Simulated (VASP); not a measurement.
Wanted: the native input for a VASP 6.6.1 run.

- Task: single point
- Functional: PBE
- Potentials or basis: VASP PAW PBE potentials, release 64 (In_d, P)
- Cutoff: 520 eV
- k mesh: 8 × 8 × 6
- Occupations: gaussian, width 0.02 eV
- Spin: no spin polarisation
- Dipole correction: no
- Further INCAR settings: ALGO = Normal; EDIFF = 1e-06; NBANDS = 26

The structure of InP lies in POSCAR:

```
InP
1.0
    3.0990897732      3.0990897732      0.0000000000
   -3.0990897732      3.0990897732      0.0000000000
    0.0000000000      0.0000000000      5.8167531128
In P
2 2
Direct
    0.0000000000      0.0000000000      0.0000000000
    0.5000000000      0.5000000000      0.5000000000
    0.5000000000      0.0000000000      0.7500000000
    0.0000000000      0.5000000000      0.2500000000
```

This cell differs from its parent crystal: biaxial strain in the a-b plane: +4.0 %.

The input as run:

INCAR

```
PREC = Accurate ; ENCUT = 520
EDIFF = 1E-6 ; ISMEAR = 0
SIGMA = 0.02 ; LREAL = False
LASPH = True ; NELM = 80
ALGO = Normal ; ISIF = 2
LWAVE = False ; LCHARG = True
GGA = PE ; LELF = True
LVHAR = True ; NBANDS = 26
```

KPOINTS

```
regular mesh
0
Gamma
  8 8 6
```

Potentials or basis: VASP PAW PBE potentials, release 64 (In_d, P).

Command:

```console
$ cat potpaw_PBE.64/In_d/POTCAR potpaw_PBE.64/P/POTCAR > POTCAR
$ mpirun -np 1 vasp_std > vasp.out
```

It gave:

```json
{
 "Pressure": "-2.9 GPa",
 "Band gap on the k mesh": "0.04 eV"
}
```

Caveat: the cell differs from its parent crystal (biaxial strain in the a-b plane: +4.0 %); spin-orbit coupling is left out, which moves the levels of the heavy elements.

Wall time 68 s on 1 thread of Intel(R) Xeon(R) 6975P-C (Granite Rapids), with other jobs on the host, peak memory 0.32 GiB.
